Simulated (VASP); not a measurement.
A run of VASP 6.6.1:

INCAR

```
SYSTEM = Se
PREC = Accurate ; ENCUT = 520
EDIFF = 1E-6 ; ISMEAR = -1
SIGMA = 0.08 ; LREAL = .FALSE.
LASPH = .TRUE. ; NELM = 80
ALGO = Normal ; ISIF = 2
LWAVE = .FALSE. ; LCHARG = .FALSE.
GGA = PE ; NBANDS = 9
```

Contents of KPOINTS:

```
regular mesh
0
G
  17 17 17
  0 0 0
```

File POSCAR:

```
Se
1.0
   -1.2987063916      1.2987063916      1.2987063916
    1.2987063916     -1.2987063916      1.2987063916
    1.2987063916      1.2987063916     -1.2987063916
Se
1
Direct
    0.0000000000      0.0000000000      0.0000000000
```

Potentials or basis: VASP PAW PBE potentials, release 64 (Se).

Launch:

```sh
$ cat potpaw_PBE.64/Se/POTCAR > POTCAR
$ mpirun -np 1 vasp_std > vasp.out
```

Hardware: 1 thread of Intel(R) Xeon(R) Platinum 8259CL CPU @ 2.50GHz (Skylake/Cascade Lake) (shared host).

Problem. Estimate the wall time of this run.

Solution. It took 12 s on 1 thread of Intel(R) Xeon(R) Platinum 8259CL CPU @ 2.50GHz (Skylake/Cascade Lake), with other jobs on the host, peak memory 0.13 GiB. Counts: scf iterations 11, k points 165.
